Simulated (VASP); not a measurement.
# CaO (Fm-3m) in VASP: further runs, part 2 of 2

VASP 6.6.1.

### 3 Vibrations by perturbation theory, LDA

This run uses another cell than the first one, of 12.85 Å³/atom, 0.985 times its volume.

Input file INCAR:

```
  PREC = Accurate
  ENCUT = 520
  EDIFF = 1E-8
  ISMEAR = 0
  SIGMA = 0.01
  LREAL = F
  LASPH = T
  NELM = 100
  ALGO = Normal
  ISIF = 2
  LWAVE = F
  LCHARG = F
  GGA = CA
  IBRION = 8
  NSW = 1
```

Input file KPOINTS:

```
Automatic mesh
0
Gamma
  8 8 8
```

Input file POSCAR:

```
CaO
1.0
    2.3421676421      2.3421676421      0.0000000000
   -2.3421676421      2.3421676421      0.0000000000
    0.0000000000      2.3421676421      2.3421676421
Ca O
1 1
Direct
    0.0000000000      0.0000000000      0.0000000000
    0.5000000000      0.5000000000      0.0000000000
```

Potentials or basis: VASP PAW LDA potentials, release 64 (Ca_sv, O).

Started as:

```
$ cat potpaw_LDA.64/Ca_sv/POTCAR potpaw_LDA.64/O/POTCAR > POTCAR
$ mpirun -np 1 vasp_std > vasp.out
```

OUTCAR:

```text
PREC = Accurate
   ENCUT = 520
   EDIFF = 1E-8
   ISMEAR = 0
   LREAL = F
   LASPH = T
   NELM = 100
   ISIF = 2
   GGA = CA
   IBRION = 8
   NSW = 1

 ion  position               nearest neighbor table
   1  0.000  0.000  0.000-   2 2.34   2 2.34   2 2.34   2 2.34   2 2.34   2 2.34
   2  0.500  0.500  0.000-   1 2.34   1 2.34   1 2.34   1 2.34   1 2.34   1 2.34

  LATTYP: Found a face centered cubic cell.
 ALAT       =     4.6843352842

  Lattice vectors:

 A1 = (   0.0000000000,   2.3421676421,   2.3421676421)
 A2 = (   2.3421676421,   0.0000000000,   2.3421676421)
 A3 = (   2.3421676421,   2.3421676421,   0.0000000000)

Analysis of symmetry for initial positions (statically):
=====================================================================
 Subroutine PRICEL returns:
 Original cell was already a primitive cell.

 Routine SETGRP: Setting up the symmetry group for a
 face centered cubic supercell.

 Subroutine GETGRP returns: Found 48 space group operations
 (whereof 48 operations were pure point group operations)
 out of a pool of 48 trial point group operations.

The static configuration has the point symmetry O_h .

Analysis of symmetry for dynamics (positions and initial velocities):
=====================================================================
 Subroutine PRICEL returns:
 Original cell was already a primitive cell.

 Routine SETGRP: Setting up the symmetry group for a
 face centered cubic supercell.

 Subroutine GETGRP returns: Found 48 space group operations
 (whereof 48 operations were pure point group operations)
 out of a pool of 48 trial point group operations.

The dynamic configuration has the point symmetry O_h .

 Subroutine INISYM returns: Found 48 space group operations
 (whereof 48 operations are pure point group operations),
 and found     1 'primitive' translations

----------------------------------------------------------------------------------------

                                     Primitive cell

  volume of cell :      25.6971

  direct lattice vectors                    reciprocal lattice vectors
     2.342167642  2.342167642  0.000000000     0.213477460  0.213477460 -0.213477460
    -2.342167642  2.342167642  0.000000000    -0.213477460  0.213477460 -0.213477460
     0.000000000  2.342167642  2.342167642     0.000000000  0.000000000  0.426954921

  length of vectors
     3.312325245  3.312325245  3.312325245     0.369753808  0.369753808  0.426954921

  position of ions in fractional coordinates (direct lattice)
     0.000000000  0.000000000  0.000000000
     0.500000000  0.500000000  0.000000000

  ion indices of the primitive-cell ions
   primitive index   ion index
                 1           1
                 2           2

----------------------------------------------------------------------------------------

 KPOINTS: Automatic mesh

[... 132 lines left out ...]
      6       2.4811      2.00000
      7       2.4811      2.00000
      8       2.4811      2.00000
      9       7.6953      0.00000
     10       8.7606      0.00000
     11       8.7606      0.00000
     12       8.7606      0.00000
[... 331 lines left out ...]
 k-point    24 :       0.5000    0.2500    0.1250
  band No.  band energies     occupation
      1     -34.1073      2.00000
      2     -16.5217      2.00000
      3     -15.5943      2.00000
      4     -15.4363      2.00000
      5     -11.6537      2.00000
      6       0.2545      2.00000
      7       1.2563      2.00000
      8       1.2887      2.00000
      9       9.4180      0.00000
     10       9.4884      0.00000
     11      11.6520      0.00000
     12      11.9910      0.00000

 [... further k-points ...]
[... 5 lines left out ...]
  --------------------------------------------------------------------------------------
  -------------------------------------------------------------------------------------
  Total        0.4897006      0.4897006      0.4897006     -0.0000000     -0.0000000      0.0000000
  in kB       30.5321422     30.5321422     30.5321422     -0.0000000     -0.0000000      0.0000000
  external PRESSURE =      30.5321422 kB  Pullay stress =       0.0000000 kB

 VOLUME and BASIS-vectors are now :
 -----------------------------------------------------------------------------
  energy-cutoff  :      520.00
  volume of cell :       25.70
      direct lattice vectors                 reciprocal lattice vectors
     2.342167642  2.342167642  0.000000000     0.213477460  0.213477460 -0.213477460
    -2.342167642  2.342167642  0.000000000    -0.213477460  0.213477460 -0.213477460
     0.000000000  2.342167642  2.342167642     0.000000000  0.000000000  0.426954921

 POSITION                                       TOTAL-FORCE (eV/Angst)
 -----------------------------------------------------------------------------------
      0.00000      0.00000      0.00000        -0.000000     -0.000000      0.000000
      0.00000      2.34217      0.00000         0.000000      0.000000      0.000000
 -----------------------------------------------------------------------------------
    total drift:                               -0.000000      0.000000     -0.000000

  FREE ENERGIE OF THE ION-ELECTRON SYSTEM (eV)
  ---------------------------------------------------
  free  energy   TOTEN  =       -14.2150474333 eV

  energy  without entropy=      -14.2150474333  energy(sigma->0) =      -14.21504743

[... ionic steps 2 to 3 ...]

--------------------------------------- Ionic step        4  -------------------------------------------

------------------------ aborting loop because EDIFF is reached ----------------------------------------

[... ionic steps 5 to 6 ...]

--------------------------------------- Ionic step        7  -------------------------------------------

 Free energy of the ion-electron system (eV)
  ---------------------------------------------------
  ---------------------------------------------------
  free energy    TOTEN  =        -0.35691600 eV

  energy without entropy =       -0.35691600

------------------------ aborting loop because EDIFF is reached ----------------------------------------

 INTERNAL STRAIN TENSOR  FOR ION    2  DIRECTION 1   (eV/Angst):
 -----------------------------------------------------------------------------
    -0.01853 -0.00000  0.00000
    -0.00000  0.01208  0.00000
     0.00000  0.00000  0.01208

 INTERNAL STRAIN TENSOR FOR ION    2 for displacements in x,y,z  (eV/Angst):
          X           Y           Z          XY          YZ          ZX
  --------------------------------------------------------------------------------
  x     0.00000     0.00000     0.00000     0.00000     0.00000     0.00000
  y     0.00000     0.00000     0.00000     0.00000     0.00000     0.00000
  z     0.00000     0.00000     0.00000     0.00000     0.00000     0.00000

 SECOND DERIVATIVES (NOT SYMMETRIZED)
 ------------------------------------
               1X          1Y          1Z          2X          2Y          2Z
  1X    -4.051476   -0.000000    0.000000    4.051476    0.000000   -0.000000
  1Y     0.000000   -4.051476   -0.000000   -0.000000    4.051476    0.000000
  1Z    -0.000000   -0.000000   -4.051476    0.000000    0.000000    4.051476
  2X     4.030767   -0.000000    0.000000   -4.030767    0.000000   -0.000000
  2Y     0.000000    4.030767   -0.000000   -0.000000   -4.030767    0.000000
  2Z     0.000000   -0.000000    4.030767   -0.000000    0.000000   -4.030767

 Eigenvectors and eigenvalues of the dynamical matrix
 ----------------------------------------------------

   1 f  =    9.288512 THz    58.361445 2PiTHz  309.831424 cm-1    38.414183 meV
             X         Y         Z           dx          dy          dz
      0.000000  0.000000  0.000000    -0.000000   -0.535129   -0.000000
      0.000000  2.342168  0.000000    -0.000000    0.844770    0.000000
[... 21 lines left out ...]
   6 f/i=    0.010759 THz     0.067601 2PiTHz    0.358885 cm-1     0.044496 meV
             X         Y         Z           dx          dy          dz
      0.000000  0.000000  0.000000     0.205459    0.819404    0.000000
      0.000000  2.342168  0.000000     0.130151    0.519061    0.000000

--------------------------------------------------------------------------------------------------------

 ELASTIC MODULI CONTR FROM IONIC RELAXATION (kBar)
 Direction    XX          YY          ZZ          XY          YZ          ZX
 --------------------------------------------------------------------------------
 XX           0.0000      0.0000      0.0000      0.0000      0.0000      0.0000
 YY           0.0000      0.0000      0.0000      0.0000      0.0000      0.0000
 ZZ           0.0000      0.0000      0.0000      0.0000      0.0000      0.0000
 XY           0.0000      0.0000      0.0000      0.0000      0.0000      0.0000
 YZ           0.0000      0.0000      0.0000      0.0000      0.0000      0.0000
 ZX           0.0000      0.0000      0.0000      0.0000      0.0000      0.0000
 --------------------------------------------------------------------------------
```

stdout:

```text
POSCAR found type information on POSCAR CaO
 POSCAR found :  2 types and       2 ions
 scaLAPACK will be used
 LDA part: xc-table for (Slater(with rela. corr.)+CA(PZ))
 , standard interpolation
 POSCAR, INCAR and KPOINTS ok, starting setup
 FFT: planning ... GRIDC
 FFT: planning ... GRID_SOFT
 FFT: planning ... GRID
 WAVECAR not read
 entering main loop
 Linear response reoptimize wavefunctions to high precision
 Linear response DOF=           2
 Linear response progress:
 first order change of Fermi-energy  -0.33960E-04
 force on displaced ion       1 direction 1 :  -4.051  -0.000  -0.000
 Linear response progress:
 first order change of Fermi-energy  -0.35315E-03
 force on displaced ion       2 direction 1 :  -4.031   0.000   0.000
 Linear response finished
```

Wall time 62 s (1 thread of Intel Xeon 6975P-C (Granite Rapids), shared host); peak memory 0.19 GiB.

What came out:

```
Highest phonon frequency at Γ, LO-TO splitting left out : 310 cm⁻¹
```

Phonon frequencies in cm⁻¹ (negative: imaginary):
```tsv
q point	frequencies
(0.000, 0.000, 0.000)	0 0 0 310 310 310
```

Caveat: the cell wasn't relaxed at this level first, which shifts response properties.

### 4 Vibrations by perturbation theory, LDA

This run uses another cell than the first one, of 13.25 Å³/atom, 1.016 times its volume.

Input file INCAR:

```
PREC = Accurate
ENCUT = 520
EDIFF = 1E-8
ISMEAR = 0
SIGMA = 0.01
LREAL = False
LASPH = True
NELM = 100
ALGO = Normal
ISIF = 2
LWAVE = False
LCHARG = False
NBANDS = 15
IBRION = 8
NSW = 1
```

Input file KPOINTS:

```
regular mesh
0
Gamma
  8 8 8
```

Input file POSCAR:

```
CaO
1.0
    2.3665197020      2.3665197020      0.0000000000
   -2.3665197020      2.3665197020      0.0000000000
    0.0000000000      2.3665197020      2.3665197020
Ca O
1 1
Direct
    0.0000000000      0.0000000000      0.0000000000
    0.5000000000      0.5000000000      0.0000000000
```

Potentials or basis: VASP PAW LDA potentials, release 64 (Ca_sv, O).

Started as:

```
$ cat potpaw_LDA.64/Ca_sv/POTCAR potpaw_LDA.64/O/POTCAR > POTCAR
$ mpirun -np 1 vasp_std > vasp.out
```

OUTCAR:

```text
PREC = Accurate
   ENCUT = 520
   EDIFF = 1E-8
   ISMEAR = 0
   LREAL = False
   LASPH = True
   NELM = 100
   ISIF = 2
   IBRION = 8
   NSW = 1

 ion  position               nearest neighbor table
   1  0.000  0.000  0.000-   2 2.37   2 2.37   2 2.37   2 2.37   2 2.37   2 2.37
   2  0.500  0.500  0.000-   1 2.37   1 2.37   1 2.37   1 2.37   1 2.37   1 2.37

  LATTYP: Found a face centered cubic cell.
 ALAT       =     4.7330394040

  Lattice vectors:

 A1 = (   0.0000000000,   2.3665197020,   2.3665197020)
 A2 = (   2.3665197020,   0.0000000000,   2.3665197020)
 A3 = (   2.3665197020,   2.3665197020,   0.0000000000)

Analysis of symmetry for initial positions (statically):
=====================================================================
 Subroutine PRICEL returns:
 Original cell was already a primitive cell.

 Routine SETGRP: Setting up the symmetry group for a
 face centered cubic supercell.

 Subroutine GETGRP returns: Found 48 space group operations
 (whereof 48 operations were pure point group operations)
 out of a pool of 48 trial point group operations.

The static configuration has the point symmetry O_h .

Analysis of symmetry for dynamics (positions and initial velocities):
=====================================================================
 Subroutine PRICEL returns:
 Original cell was already a primitive cell.

 Routine SETGRP: Setting up the symmetry group for a
 face centered cubic supercell.

 Subroutine GETGRP returns: Found 48 space group operations
 (whereof 48 operations were pure point group operations)
 out of a pool of 48 trial point group operations.

The dynamic configuration has the point symmetry O_h .

 Subroutine INISYM returns: Found 48 space group operations
 (whereof 48 operations are pure point group operations),
 and found     1 'primitive' translations

----------------------------------------------------------------------------------------

                                     Primitive cell

  volume of cell :      26.5070

  direct lattice vectors                    reciprocal lattice vectors
     2.366519702  2.366519702  0.000000000     0.211280726  0.211280726 -0.211280726
    -2.366519702  2.366519702  0.000000000    -0.211280726  0.211280726 -0.211280726
     0.000000000  2.366519702  2.366519702     0.000000000  0.000000000  0.422561451

  length of vectors
     3.346764258  3.346764258  3.346764258     0.365948952  0.365948952  0.422561451

  position of ions in fractional coordinates (direct lattice)
     0.000000000  0.000000000  0.000000000
     0.500000000  0.500000000  0.000000000

  ion indices of the primitive-cell ions
   primitive index   ion index
                 1           1
[... 133 lines left out ...]
      1     -34.5948      2.00000
      2     -15.6028      2.00000
      3     -15.6028      2.00000
      4     -15.6028      2.00000
      5     -13.0111      2.00000
      6       2.2881      2.00000
      7       2.2881      2.00000
      8       2.2881      2.00000
      9       7.2331      0.00000
     10       8.5012      0.00000
     11       8.5012      0.00000
     12       8.5012      0.00000
     13      10.1467      0.00000
     14      10.1467      0.00000
[... 401 lines left out ...]
      2     -16.7185      2.00000
      3     -15.8997      2.00000
      4     -15.7575      2.00000
      5     -11.8975      2.00000
      6       0.1114      2.00000
      7       1.0930      2.00000
      8       1.1427      2.00000
      9       9.1071      0.00000
     10       9.1764      0.00000
     11      11.2776      0.00000
     12      11.5523      0.00000
     13      12.8725      0.00000
     14      14.5610      0.00000
     15      16.5560      0.00000

 [... further k-points ...]
[... 5 lines left out ...]
  --------------------------------------------------------------------------------------
  -------------------------------------------------------------------------------------
  Total       -0.1772933     -0.1772933     -0.1772933     -0.0000000      0.0000000      0.0000000
  in kB      -10.7162421    -10.7162421    -10.7162421     -0.0000000      0.0000000      0.0000000
  external PRESSURE =     -10.7162421 kB  Pullay stress =       0.0000000 kB

 VOLUME and BASIS-vectors are now :
 -----------------------------------------------------------------------------
  energy-cutoff  :      520.00
  volume of cell :       26.51
      direct lattice vectors                 reciprocal lattice vectors
     2.366519702  2.366519702  0.000000000     0.211280726  0.211280726 -0.211280726
    -2.366519702  2.366519702  0.000000000    -0.211280726  0.211280726 -0.211280726
     0.000000000  2.366519702  2.366519702     0.000000000  0.000000000  0.422561451

 POSITION                                       TOTAL-FORCE (eV/Angst)
 -----------------------------------------------------------------------------------
      0.00000      0.00000      0.00000         0.000000     -0.000000      0.000000
      0.00000      2.36652      0.00000         0.000000      0.000000      0.000000
 -----------------------------------------------------------------------------------
    total drift:                               -0.000000      0.000000     -0.000000

  FREE ENERGIE OF THE ION-ELECTRON SYSTEM (eV)
  ---------------------------------------------------
  free  energy   TOTEN  =       -14.2206727750 eV

  energy  without entropy=      -14.2206727750  energy(sigma->0) =      -14.22067277

[... ionic steps 2 to 3 ...]

--------------------------------------- Ionic step        4  -------------------------------------------

------------------------ aborting loop because EDIFF is reached ----------------------------------------

[... ionic steps 5 to 6 ...]

--------------------------------------- Ionic step        7  -------------------------------------------

 Free energy of the ion-electron system (eV)
  ---------------------------------------------------
  ---------------------------------------------------
  free energy    TOTEN  =        -0.35690856 eV

  energy without entropy =       -0.35690856

------------------------ aborting loop because EDIFF is reached ----------------------------------------

 INTERNAL STRAIN TENSOR  FOR ION    2  DIRECTION 1   (eV/Angst):
 -----------------------------------------------------------------------------
    -0.01712 -0.00000  0.00000
     0.00000  0.01167  0.00000
    -0.00000  0.00000  0.01167

 INTERNAL STRAIN TENSOR FOR ION    2 for displacements in x,y,z  (eV/Angst):
          X           Y           Z          XY          YZ          ZX
  --------------------------------------------------------------------------------
  x     0.00000     0.00000     0.00000     0.00000     0.00000     0.00000
  y     0.00000     0.00000     0.00000     0.00000     0.00000     0.00000
  z     0.00000     0.00000     0.00000     0.00000     0.00000     0.00000

 SECOND DERIVATIVES (NOT SYMMETRIZED)
 ------------------------------------
               1X          1Y          1Z          2X          2Y          2Z
  1X    -3.456337    0.000000   -0.000000    3.456337   -0.000000    0.000000
  1Y    -0.000000   -3.456337    0.000000    0.000000    3.456337   -0.000000
  1Z     0.000000    0.000000   -3.456337   -0.000000   -0.000000    3.456337
  2X     3.452626    0.000000   -0.000000   -3.452626   -0.000000    0.000000
  2Y    -0.000000    3.452626    0.000000    0.000000   -3.452626   -0.000000
  2Z    -0.000000   -0.000000    3.452626    0.000000    0.000000   -3.452626

 Eigenvectors and eigenvalues of the dynamical matrix
 ----------------------------------------------------

   1 f  =    8.591625 THz    53.982774 2PiTHz  286.585775 cm-1    35.532092 meV
             X         Y         Z           dx          dy          dz
      0.000000  0.000000  0.000000     0.534356    0.000000   -0.000000
      0.000000  2.366520  0.000000    -0.845260   -0.000000    0.000000
[... 21 lines left out ...]
   6 f/i=    0.002084 THz     0.013096 2PiTHz    0.069526 cm-1     0.008620 meV
             X         Y         Z           dx          dy          dz
      0.000000  0.000000  0.000000     0.552932   -0.639320   -0.000000
      0.000000  2.366520  0.000000     0.349552   -0.404165    0.000000

--------------------------------------------------------------------------------------------------------

 ELASTIC MODULI CONTR FROM IONIC RELAXATION (kBar)
 Direction    XX          YY          ZZ          XY          YZ          ZX
 --------------------------------------------------------------------------------
 XX           0.0000      0.0000      0.0000      0.0000      0.0000      0.0000
 YY           0.0000      0.0000      0.0000      0.0000      0.0000      0.0000
 ZZ           0.0000      0.0000      0.0000      0.0000      0.0000      0.0000
 XY           0.0000      0.0000      0.0000      0.0000      0.0000      0.0000
 YZ           0.0000      0.0000      0.0000      0.0000      0.0000      0.0000
 ZX           0.0000      0.0000      0.0000      0.0000      0.0000      0.0000
 --------------------------------------------------------------------------------
```

stdout:

```text
POSCAR found type information on POSCAR CaO
 POSCAR found :  2 types and       2 ions
 scaLAPACK will be used
 LDA part: xc-table for (Slater(with rela. corr.)+CA(PZ))
 , standard interpolation
 POSCAR, INCAR and KPOINTS ok, starting setup
 FFT: planning ... GRIDC
 FFT: planning ... GRID_SOFT
 FFT: planning ... GRID
 WAVECAR not read
 entering main loop
 Linear response reoptimize wavefunctions to high precision
 Linear response DOF=           2
 Linear response progress:
 first order change of Fermi-energy  -0.91822E-04
 force on displaced ion       1 direction 1 :  -3.456  -0.000   0.000
 Linear response progress:
 first order change of Fermi-energy  -0.23686E-03
 force on displaced ion       2 direction 1 :  -3.453  -0.000  -0.000
 Linear response finished
```

Run time: 70 s. Hardware: 1 thread of Intel Xeon 6975P-C (Granite Rapids), shared host; peak memory 0.2 GiB.

What came out:

```yaml
Highest_phonon_frequency_at_Γ_LO-TO_splitting_left_out: 287 cm⁻¹
```

Phonon frequencies in cm⁻¹ (negative: imaginary):
| q point | frequencies |
| --- | --- |
| (0.000, 0.000, 0.000) | 0 0 0 287 287 287 |

Caveat: the cell wasn't relaxed at this level first, which shifts response properties.
